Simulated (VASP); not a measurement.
Input of a VASP 6.6.1 run:

INCAR

```
ALGO = Normal
EDIFF = 1E-6
ENCUT = 520
GGA = PS
ISIF = 2
ISMEAR = 0
LASPH = True
LCHARG = False
LREAL = False
LWAVE = False
NBANDS = 16
NELM = 100
PREC = Accurate
SIGMA = 0.05
```

KPOINTS

```
k-points
0
Gamma
  12 12 12
```

POSCAR

```
AgCl
1.0
    3.2711387630     -0.0290415871     -0.0290415871
   -0.0290415871      3.2711387630     -0.0290415871
   -0.0290415871     -0.0290415871      3.2711387630
Ag Cl
1 1
Direct
    0.0000000000      0.0000000000      0.0000000000
    0.5000000000      0.5000000000      0.5000000000
```

Potentials or basis: VASP PAW PBE potentials, release 64 (Ag, Cl).

Launch:

```sh
$ cat potpaw_PBE.64/Ag/POTCAR potpaw_PBE.64/Cl/POTCAR > POTCAR
$ mpirun -np 1 vasp_std > vasp.out
```

(1) What does it give for the pressure?

(2) What does it give for the band gap on the k mesh?

Answers

(1) 4.0 GPa.

(2) 0.43 eV, indirect (least direct gap 2.49 eV).

Caveat: the PAW data sets were made with another functional, which shifts forces and pressure a little.
